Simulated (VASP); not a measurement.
Input of a VASP 6.6.1 run:

Contents of INCAR:

```
SYSTEM = AlCo
  PREC = Accurate
  ENCUT = 520
  EDIFF = 1E-7
  ISMEAR = 0
  SIGMA = 0.15
  LREAL = .FALSE.
  LASPH = .TRUE.
  NELM = 80
  ALGO = Fast
  ISIF = 2
  LWAVE = .FALSE.
  LCHARG = .FALSE.
  GGA = PS
  NBANDS = 13
```

File KPOINTS:

```
Automatic mesh
0
G
  24 24 24
  0 0 0
```

POSCAR

```
AlCo
1.0
    2.8225855357      0.0000000000      0.0000000000
    0.0000000000      2.8225855357      0.0000000000
    0.0000000000      0.0000000000      2.8225855357
Al Co
1 1
Direct
    0.0000000000      0.0000000000      0.0000000000
    0.5000000000      0.5000000000      0.5000000000
```

Potentials or basis: VASP PAW PBE potentials, release 64 (Al, Co).

Run with:

```sh
$ cat potpaw_PBE.64/Al/POTCAR potpaw_PBE.64/Co/POTCAR > POTCAR
$ mpirun -np 1 vasp_std > vasp.out
```

Task: Predict the band gap on the k mesh.

Result: Zero (bands 6 and 7 overlap by 2.63 eV).

Task: Estimate the pressure.

Result: 0.1 GPa.

Caveat: the PAW data sets were made with another functional, which shifts forces and pressure a little; the run has no spin polarisation, though such a crystal can be magnetic. Spin polarisation is off, so any magnetic state and its effect on volume and gap are missing.
